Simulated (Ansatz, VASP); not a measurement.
## H in VASP and in Ansatz

Contents of INCAR:

```
SYSTEM = H
PREC = Accurate ; ENCUT = 520
EDIFF = 1E-6 ; ISMEAR = 0
SIGMA = 0.05 ; LREAL = .FALSE.
LASPH = .TRUE. ; NELM = 80
ALGO = Normal ; ISIF = 2
LWAVE = .FALSE. ; LCHARG = .FALSE.
GGA = PE ; NBANDS = 14
```

KPOINTS

```
regular mesh
0
G
  6 6 6
  0 0 0
```

The input POSCAR:

```
H
1.0
    3.7097352756     -3.7097352756      0.0000000000
    3.7097352756      3.7097352756      0.0000000000
   -3.7097352756      0.0000000000      4.5711281958
H
8
Direct
    0.4286199220      0.4892711500      0.9178910720
    0.2089455360      0.7089455360      0.4178910720
    0.9589455360      0.9589455360      0.9178910720
    0.7089455360      0.2089455360      0.4178910720
    0.0410544640      0.0410544640      0.0821089280
    0.7910544640      0.2910544640      0.5821089280
    0.5410544640      0.5410544640      0.0821089280
    0.2910544640      0.7910544640      0.5821089280
```

Input for Ansatz:

```yaml
crystal:
  lattice:
    - [3.7097352756, -3.7097352756, 0.0]
    - [3.7097352756, 3.7097352756, 0.0]
    - [-3.7097352756, 0.0, 4.5711281958]
  atoms:
    - { symbol: H, position: [0.428619922, 0.48927115, 0.917891072] }
    - { symbol: H, position: [0.208945536, 0.708945536, 0.417891072] }
    - { symbol: H, position: [0.958945536, 0.958945536, 0.917891072] }
    - { symbol: H, position: [0.708945536, 0.208945536, 0.417891072] }
    - { symbol: H, position: [0.041054464, 0.041054464, 0.082108928] }
    - { symbol: H, position: [0.791054464, 0.291054464, 0.582108928] }
    - { symbol: H, position: [0.541054464, 0.541054464, 0.082108928] }
    - { symbol: H, position: [0.291054464, 0.791054464, 0.582108928] }
basis:
  ecutwfc: 420
kpoints:
  mp_grid: { grid: [6, 6, 6] }
hamiltonian:
  xc: pbe
scf:
  occupations: { method: gaussian, width: 0.05 }
output:
  forces: true
  stress: true
  eigenvalues: true
```

Alike in both runs: task single point; functional PBE; k mesh 6 × 6 × 6; occupations gaussian, width 0.05 eV; no spin polarisation.

|  | VASP | Ansatz |
| --- | --- | --- |
| version | VASP 6.6.1 | Ansatz 0.2.0 |
| potentials or method | VASP PAW PBE potentials, release 64 (H), cutoff 520 eV | scalar-relativistic, plane waves, PAW |
| valence electrons in the cell | 8 | 8 |

```csv
,VASP,Ansatz,Ansatz less VASP
gap on the k mesh at the Fermi level (eV),9.05,9.04,-0.001
least direct gap on the mesh (eV),9.45,9.45,-0.001
pressure (GPa),-0.5,-0.3,+0.16
"traceless stress, the component that is largest in VASP (GPa)",-0.63,-0.59,+0.045
rms of the force components (eV/Å),0.297,0.296,-0.0015
```

Atom by atom the forces differ by 0.006 eV/Å (rms over components).
